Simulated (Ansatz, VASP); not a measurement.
**In3Se in VASP and in Ansatz**

```
CELL_PARAMETERS angstrom
4.80376 0.00000 0.00000
0.00000 4.80376 0.00000
0.00000 0.00000 4.80376
ATOMIC_POSITIONS crystal
In 0.00000 0.50000 0.50000
In 0.50000 0.00000 0.50000
In 0.50000 0.50000 0.00000
Se 0.00000 0.00000 0.00000
```

Alike in both runs: task relaxation of cell and atoms; functional PBE; k mesh 10 × 10 × 10; occupations gaussian, width 0.1 eV; no spin polarisation.

|  | VASP | Ansatz |
| --- | --- | --- |
| version | VASP 6.6.1 | Ansatz 0.2.0 |
| potentials or method | VASP PAW PBE potentials, release 64 (In_d, Se), cutoff 600 eV | scalar-relativistic, plane waves, PAW |
| valence electrons in the cell | 45 | 55 |

|  | VASP | Ansatz | Ansatz less VASP |
| --- | --- | --- | --- |
| gap on the k mesh at the Fermi level, each at its own relaxed structure (eV) | none | none | - |
| relaxed volume (Å³/atom) | 27.50 | 27.48 | -0.021 |
| relaxed length of the cell vector where the two differ most in proportion (Å) | 4.792 | 4.790 | -0.0012 |

A gap of «none» marks a metal or a gap that the smearing closes. VASP's potentials hold 45 valence electrons a cell and Ansatz's 55, so a difference there can come from the potentials and not from the codes.
